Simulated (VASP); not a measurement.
A run of VASP 6.6.1:

The input INCAR:

```
PREC = Accurate
ENCUT = 520
EDIFF = 1E-6
ISMEAR = -1
SIGMA = 0.05
LREAL = False
LASPH = True
NELM = 100
ALGO = Normal
ISIF = 2
LWAVE = False
LCHARG = True
GGA = PE
LELF = True
LVHAR = True
NBANDS = 46
```

KPOINTS

```
Automatic mesh
0
Gamma
  8 8 3
```

Contents of POSCAR:

```
ZnS
1.0
    3.7710355586      0.0000000000      0.0000000000
   -1.8855177793      3.2658125923      0.0000000000
    0.0000000000      0.0000000000     12.3507900682
Zn S
4 4
Direct
    0.6666666667      0.3333333333      0.7500000000
    0.3333333333      0.6666666667      0.2500000000
    0.0000000000      0.0000000000      0.5000000000
    0.0000000000      0.0000000000      0.0000000000
    0.6666666667      0.3333333333      0.9375000000
    0.3333333333      0.6666666667      0.4375000000
    0.0000000000      0.0000000000      0.6875000000
    0.0000000000      0.0000000000      0.1875000000
```

Potentials or basis: VASP PAW PBE potentials, release 64 (Zn, S).

The run is started by

```console
$ cat potpaw_PBE.64/Zn/POTCAR potpaw_PBE.64/S/POTCAR > POTCAR
$ mpirun -np 1 vasp_std > vasp.out
```

Hardware: 1 thread of Intel Xeon 8259CL, with other jobs on the host.

Q: Estimate the wall time of this run.

A: It took 4.3 min on 1 thread of Intel Xeon 8259CL, on a shared host, peak memory 0.31 GiB. Counts: scf iterations 15, k points 20.
